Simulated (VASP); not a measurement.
# P in VASP: single point with PBEsol

Aim: the single point of P with PBEsol.

Everything below comes from runs of VASP 6.6.1. Logs are shortened: lines on timing, memory, paths and dates and some standing lists are left out, and cuts for length are marked.

## (1) The cell of the first run

The cell holds a wire or tube with vacuum around it, 8 atoms: a = 3.284 Å, b = 35.163 Å, c = 15.232 Å, α = 85.40°, β = 90.00°, γ = 90.00°.

## (2) Single point, PBEsol (the distance across one plane changed)

INCAR reads:

```
SYSTEM = P
PREC = Accurate ; ENCUT = 520
EDIFF = 1E-6 ; ISMEAR = 0
SIGMA = 0.05 ; LREAL = .False.
LASPH = .True. ; NELM = 80
ALGO = Normal ; ISIF = 2
LWAVE = .False. ; LCHARG = .True.
GGA = PS ; LELF = .True.
LVHAR = .True. ; NBANDS = 30
```

KPOINTS reads:

```
regular mesh
0
Gamma
  8 1 3
  0 0 0
```

POSCAR reads:

```
P
1.0
   -3.2837277200      0.0000000000      0.0000000000
    0.0000000000    -34.8570309900      4.6320847100
    0.0000000000      0.7903803947     15.2118831683
P
8
Direct
    0.0000000000      0.0370238119      0.3212907412
    0.0000000000      0.0301665467      0.0188744509
    0.0000000000      0.9835479838      0.5859581298
    0.0000000000      0.9766907186      0.2835418394
    0.5000000000      0.9813831550      0.4904857424
    0.5000000000      0.9745258898      0.1880694521
    0.5000000000      0.0391886407      0.4167631286
    0.5000000000      0.0323313754      0.1143468382
```

Potentials or basis: VASP PAW PBE potentials, release 64 (P).

The run is started by

```sh
> cat potpaw_PBE.64/P/POTCAR > POTCAR
> mpirun -np 1 vasp_std > vasp.out
```

OUTCAR:

```text
SYSTEM = P
   PREC = Accurate
   ENCUT = 520
   EDIFF = 1E-6
   ISMEAR = 0
   LREAL = .False.
   LASPH = .True.
   NELM = 80
   ISIF = 2
   GGA = PS

 ion  position               nearest neighbor table
   1  0.000  0.037  0.321-   7 2.20   7 2.20   4 2.24
   2  0.000  0.030  0.019-   8 2.20   8 2.20
   3  0.000  0.984  0.586-   5 2.20   5 2.20
   4  0.000  0.977  0.284-   6 2.20   6 2.20   1 2.24
   5  0.500  0.981  0.490-   3 2.20   3 2.20   7 2.24
   6  0.500  0.975  0.188-   4 2.20   4 2.20   8 2.24
   7  0.500  0.039  0.417-   1 2.20   1 2.20   5 2.24
   8  0.500  0.032  0.114-   2 2.20   2 2.20   6 2.24

  LATTYP: Found a simple monoclinic cell.
 ALAT       =    15.2324026567
 B/A-ratio  =     0.2155751653
 C/A-ratio  =     2.3084643544
 COS(beta)  =    -0.0801166877

  Lattice vectors:

 A1 = (   0.0000000000,   0.7903803947,  15.2118831683)
 A2 = (   3.2837277200,   0.0000000000,   0.0000000000)
 A3 = (   0.0000000000,  34.8570309900,  -4.6320847100)

Analysis of symmetry for initial positions (statically):
=====================================================================
 Subroutine PRICEL returns:
 Original cell was already a primitive cell.

 Routine SETGRP: Setting up the symmetry group for a
 simple monoclinic supercell.

 Subroutine GETGRP returns: Found  4 space group operations
 (whereof  2 operations were pure point group operations)
 out of a pool of  4 trial point group operations.

The static configuration has the point symmetry C_1h.
 The point group associated with its full space group is C_2h.

Analysis of symmetry for dynamics (positions and initial velocities):
=====================================================================
 Subroutine PRICEL returns:
 Original cell was already a primitive cell.

 Routine SETGRP: Setting up the symmetry group for a
 simple monoclinic supercell.

 Subroutine GETGRP returns: Found  4 space group operations
 (whereof  2 operations were pure point group operations)
 out of a pool of  4 trial point group operations.

The dynamic configuration has the point symmetry C_1h.
[... 95 lines left out ...]
   ENCUT  =  520.0 eV  38.22 Ry    6.18 a.u.   6.11 65.38 28.32*2*pi/ulx,y,z
   NELM   =     80;   NELMIN=  2; NELMDL= -5     # of ELM steps
   EDIFF  = 0.1E-05   stopping-criterion for ELM
   LREAL  =      F    real-space projection
   EDIFFG = 0.1E-04   stopping-criterion for IOM
   NSW    =      0    number of steps for IOM
   IBRION =     -1    ionic relax: 0-MD 1-quasi-New 2-CG
   NFREE  =      0    steps in history (QN), initial steepest desc. (CG)
   ISIF   =      2    stress and relaxation
   ISYM   =      2    0-nonsym 1-usesym 2-fastsym
   POTIM  = 0.5000    time-step for ionic-motion
   TEBEG  =    0.0;   TEEND  =   0.0 temperature during run
   PSTRESS=    0.0 pullay stress
   NELECT =      40.0000    total number of electrons
   NUPDOWN=      -1.0000    fix difference up-down
   EMIN   =  10.00;   EMAX   =-10.00  energy-range for DOS
   EFERMI =   0.00;   METHOD = LEGACY
   ISMEAR =     0;   SIGMA  =   0.05  broadening in eV -4-tet -1-fermi 0-gaus
   EFERMI_NEDOS =   21; number of points for ismear=-14 and -15
   IALGO  =     38    algorithm
   IMIX   =      4    mixing-type and parameters
     AMIX     =   0.40;   BMIX     =  1.00
     AMIX_MAG =   1.60;   BMIX_MAG =  1.00
  volume/ion in A,a.u.               =     219.15      1478.89
  Fermi-wavevector in a.u.,A,eV,Ry     =   0.464321  0.877440  2.933337  0.215594
  Thomas-Fermi vector in A             =   1.452992
   LORBIT       =      0    0 simple, 1 ext, 2 COOP (PROOUT), +10 PAW based schemes
   GGA     = PS    functional components
   LHFCALC =     F    Hartree Fock is set to
   AEXX    =    0.0000 exact exchange contribution
   IVDW    =     0    specifies the selected vdW correction
   LEPSILON=     F    determine dielectric tensor
   LRPA    =     F    only Hartree local field effects (RPA)
 non-spin polarized calculation
 Gauss-broadening in eV      SIGMA  =   0.05
  energy-cutoff  :      520.00
  volume of cell :     1753.19
 maximum number of plane-waves:     47354
   NGX = 13   NGY =131   NGZ = 57

 number of electron      40.0000000 magnetization

 Free energy of the ion-electron system (eV)
  ---------------------------------------------------
  ext. energy  EPLUGINS =         0.00000000
  ---------------------------------------------------
  free energy    TOTEN  =       -43.74262163 eV

  energy without entropy =      -43.73054417  energy(sigma->0) =      -43.73658290

 E-fermi :  -4.3604     XC(G=0):  -1.2421

 val. band max:       -4.3755106364   @ k =   0.1250   0.0000   0.0000
 cond. band min:      -4.2492991780   @ k =   0.2500   0.0000   0.3333
 fundamental gap:      0.1262114584
 Fermi energy:        -4.3604359548

 k-point     1 :       0.0000    0.0000    0.0000
  band No.  band energies     occupation
      1     -19.0642      2.00000
      2     -18.2517      2.00000
      3     -17.2953      2.00000
      4     -16.8500      2.00000
      5     -13.2206      2.00000
      6     -12.5664      2.00000
[... 319 lines left out ...]
     29      -0.3831      0.00000
     30      -0.2149      0.00000

------------------------ aborting loop because EDIFF is reached ----------------------------------------

  FORCE on cell =-STRESS in cart. coord.  units (eV):
  Direction    XX          YY          ZZ          XY          YZ          ZX
  --------------------------------------------------------------------------------------
  -------------------------------------------------------------------------------------
  Total       -4.2519039      0.7289216     -3.9365577      0.0000000      0.6047419      0.0000000
  in kB       -3.8856634      0.6661354     -3.5974798      0.0000000      0.5526520      0.0000000
  external PRESSURE =      -2.2723359 kB  Pullay stress =       0.0000000 kB

 VOLUME and BASIS-vectors are now :
 -----------------------------------------------------------------------------
  energy-cutoff  :      520.00
  volume of cell :     1753.19
      direct lattice vectors                 reciprocal lattice vectors
    -3.283727720  0.000000000  0.000000000    -0.304531948  0.000000000  0.000000000
     0.000000000-34.857030990  4.632084710     0.000000000 -0.028491891  0.001480384
     0.000000000  0.790380395 15.211883168     0.000000000  0.008675905  0.065287297

 POSITION                                       TOTAL-FORCE (eV/Angst)
 -----------------------------------------------------------------------------------
      0.00000     -1.03660      5.05893         0.000000      0.088623     -0.312815
      0.00000     -1.03660      0.42685         0.000000     -0.051429      1.062710
      0.00000    -33.82043     13.46940         0.000000      0.051429     -1.062710
      0.00000    -33.82043      8.83732         0.000000     -0.088623      0.312815
     -1.64186    -33.82043     12.00706         0.000000      0.174569      0.997874
     -1.64186    -33.82043      7.37498         0.000000      0.228334      0.043747
     -1.64186     -1.03660      6.52128         0.000000     -0.228334     -0.043747
     -1.64186     -1.03660      1.88919         0.000000     -0.174569     -0.997874
 -----------------------------------------------------------------------------------
    total drift:                                0.000000     -0.000009      0.000006

  FREE ENERGIE OF THE ION-ELECTRON SYSTEM (eV)
  ---------------------------------------------------
  free  energy   TOTEN  =       -43.7426216317 eV

  energy  without entropy=      -43.7305441699  energy(sigma->0) =      -43.73658290
```

It took 27 min on 1 thread of Intel Xeon 8259CL, shared host; peak memory 1.4 GiB.

What came out:

| Item | Value |
| --- | --- |
| Free energy | -43.7426 eV |
| Largest force | 1.064 eV/Å |
| Band gap on the k mesh | zero (bands 20 and 21 overlap by 0.17 eV) |

Forces on the atoms (eV/Å):
```
P    0.000  0.089 -0.313
P    0.000 -0.051  1.063
P    0.000  0.051 -1.063
P    0.000 -0.089  0.313
P    0.000  0.175  0.998
P    0.000  0.228  0.044
P    0.000 -0.228 -0.044
P    0.000 -0.175 -0.998
```

Levels at points of the mesh, in eV from the Fermi level:
| k point | band 16 | band 17 | band 18 | band 19 | band 20 | band 21 | band 22 | band 23 | band 24 | band 25 |
| --- | --- | --- | --- | --- | --- | --- | --- | --- | --- | --- |
| (0.00, 0.00, 0.00) | -1.63 | -1.52 | -0.98 | -0.78 | -0.10 | 0.85 | 1.85 | 2.13 | 2.31 | 2.52 |
| (0.50, 0.00, 0.00) | -2.31 | -1.44 | -1.39 | -0.98 | -0.30 | -0.06 | 1.69 | 1.91 | 2.40 | 2.82 |

Caveat: the cell differs from its parent crystal (the distance across one plane changed); the PAW data sets were made with another functional, which shifts forces and pressure a little.
